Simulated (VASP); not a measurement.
Input of a VASP 6.6.1 run:

INCAR

```
PREC = Accurate ; ENCUT = 520
EDIFF = 1E-7 ; ISMEAR = -1
SIGMA = 0.05 ; LREAL = False
LASPH = True ; NELM = 150
ALGO = Normal ; ISIF = 2
LWAVE = False ; LCHARG = False
ISPIN = 2 ; MAGMOM = 7 0
LORBIT = 11 ; LMAXMIX = 6
GGA = PE ; NBANDS = 23
```

KPOINTS

```
Automatic mesh
0
Gamma
  9 9 9
```

File POSCAR:

```
GdO
1.0
    0.0000000000      2.7000000000      2.7000000000
    2.7000000000      0.0000000000      2.7000000000
    2.7000000000      2.7000000000      0.0000000000
Gd O
1 1
Direct
    0.0000000000      0.0000000000      0.0000000000
    0.7500000000      0.7500000000      0.7500000000
```

Potentials or basis: VASP PAW PBE potentials, release 64 (Gd, O).

Run with:

```console
$ cat potpaw_PBE.64/Gd/POTCAR potpaw_PBE.64/O/POTCAR > POTCAR
$ mpirun -np 1 vasp_std > vasp.out
```

Q: Predict the pressure.

A: -0.6 GPa.

Q: Estimate the net moment.

A: 7.57 μB per cell.

Caveat: a cell with one magnetic atom can't hold antiferromagnetic order, which such compounds often take. The state reached can hang on the start; a lower one may exist.
